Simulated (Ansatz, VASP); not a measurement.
**Two plane-wave programs on LiF**

```
Li F
1.0
     3.07549    0.00000    0.00000
    -1.53774    2.66345    0.00000
     0.00000    0.00000    4.77644
Li F
2 2
Direct
  0.33333 0.66667 0.38235
  0.66667 0.33333 0.88235
  0.33333 0.66667 0.99265
  0.66667 0.33333 0.49265
```

Alike in both runs: functional r2SCAN; dispersion D4; k mesh 6 × 6 × 4; no spin polarisation.

Ansatz relaxed the structure, and its values are those at the end. VASP's run is a single point on that final structure, the one shown.

|  | VASP | Ansatz |
| --- | --- | --- |
| version | VASP 6.6.1 | Ansatz 0.2.0 |
| potentials or method | VASP PAW PBE potentials, release 64 (Li_sv, F) | plane waves, PAW |
| plane-wave cutoff (eV) | 520 | 500 |
| occupations | gaussian, width 0.01 eV | fixed |
| valence electrons in the cell | 20 | 20 |

```tsv
	VASP	Ansatz	Ansatz less VASP
rms of the force components (eV/Å)	0.004	0.002	-0.0023
```

VASP's potentials were made for PBE, not for r2SCAN.

Noted on VASP's run: the cutoff is under 1.25 times that of the potentials, so the pressure is a little rough.
